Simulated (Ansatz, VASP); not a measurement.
**One calculation of PbF2, two programs**

```xyz
3
Lattice="0.0296 2.9605 2.9605 2.9605 0.0296 2.9605 2.9901 2.9901 0.0000" Properties=species:S:1:pos:R:3 pbc="T T T"
Pb    0.0000    0.0000    0.0000
F     1.4950    1.4950    1.4802
F     4.4851    4.4851    4.4407
```

Change from the starting cell: strain e6 = +0.02, atoms carried along.

Alike in both runs: task single point; functional r2SCAN; k mesh 8 × 8 × 8; occupations gaussian, width 0.05 eV; no spin polarisation.

|  | VASP | Ansatz |
| --- | --- | --- |
| version | VASP 6.6.1 | Ansatz 0.2.0 |
| potentials or method | VASP PAW PBE potentials, release 64 (Pb_d, F), cutoff 520 eV | scalar-relativistic, plane waves, PAW |
| valence electrons in the cell | 28 | 28 |

|  | VASP | Ansatz | Ansatz less VASP |
| --- | --- | --- | --- |
| gap on the k mesh at the Fermi level (eV) | 4.93 | 4.93 | -0.001 |
| least direct gap on the mesh (eV) | 5.07 | 5.07 | -0.002 |
| pressure (GPa) | 0.0 | 0.1 | +0.08 |
| traceless stress, the component that is largest in VASP (GPa) | -0.70 | -0.68 | +0.023 |
| rms of the force components (eV/Å) | 0.027 | 0.026 | -0.0012 |

VASP's potentials were made for PBE, not for r2SCAN. Atom by atom the forces differ by 0.001 eV/Å (rms over components).

Neither program's run includes spin-orbit coupling.
